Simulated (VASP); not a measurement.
Re:

```
CELL_PARAMETERS angstrom
2.73919 0.00000 0.00000
-1.36959 2.37221 0.00000
0.00000 0.00000 4.41187
ATOMIC_POSITIONS crystal
Re 0.33333 0.66667 0.25000
Re 0.66667 0.33333 0.75000
```

Base run:

```yaml
Program: VASP 6.6.1
Functional: LDA
Potentials_or_basis: VASP PAW LDA potentials, release 64 (Re)
Cutoff: 600 eV
k_mesh: 13 × 13 × 7
Occupations: fermi-dirac, width 0.2 eV
Spin: no spin polarisation
```

Its results: band gap on the k mesh zero (bands 7 and 8 overlap by 3.05 eV); pressure 2.3 GPa.

Q: The run is repeated on the same cell with these changes: occupations from fermi-dirac, width 0.2 eV to gaussian, width 0.01 eV. What comes out?

A: Band gap on the k mesh zero (bands 7 and 8 overlap by 3.05 eV); pressure 1.3 GPa.

Caveats: spin-orbit coupling is left out, which moves the levels of the heavy elements.
